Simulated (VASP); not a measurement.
Ru, 2 atoms in the cell. Symmetry: P6_3/mmc, No. 194, hexagonal system. The conventional cell has a = 2.702 Å, b = 2.702 Å, c = 4.266 Å, α = 90.00°, β = 90.00°, γ = 120.00°. Ru (site symmetry -6m2) has 12 Ru at 2.64 to 2.70 Å within 3.5 Å. 

* Program: VASP 6.6.1
* Task: single point
* Functional: r2SCAN
* Potentials or basis: VASP PAW PBE potentials, release 64 (Ru_pv)
* Cutoff: 520 eV
* k mesh: 18 × 18 × 10
* Occupations: gaussian, width 0.1 eV
* Spin: no spin polarisation
* Dipole correction: no
* Further INCAR settings: ALGO = Normal; EDIFF = 1e-06; NBANDS = 21

Potentials or basis: VASP PAW PBE potentials, release 64 (Ru_pv).

Command:

```console
$ cat potpaw_PBE.64/Ru_pv/POTCAR > POTCAR
$ cp INCAR.step1 INCAR
$ mpirun -np 1 vasp_std > vasp.out
$ cp INCAR.step2 INCAR
$ mpirun -np 1 vasp_std > vasp.out
```

Hardware: 1 thread of Intel(R) Xeon(R) Platinum 8559C (Emerald Rapids) (shared host).

Q: How long does it take, and how much memory?

A: It took 2.6 min on 1 thread of Intel(R) Xeon(R) Platinum 8559C (Emerald Rapids), on a shared host, peak memory 0.22 GiB. Counts: k points 222.
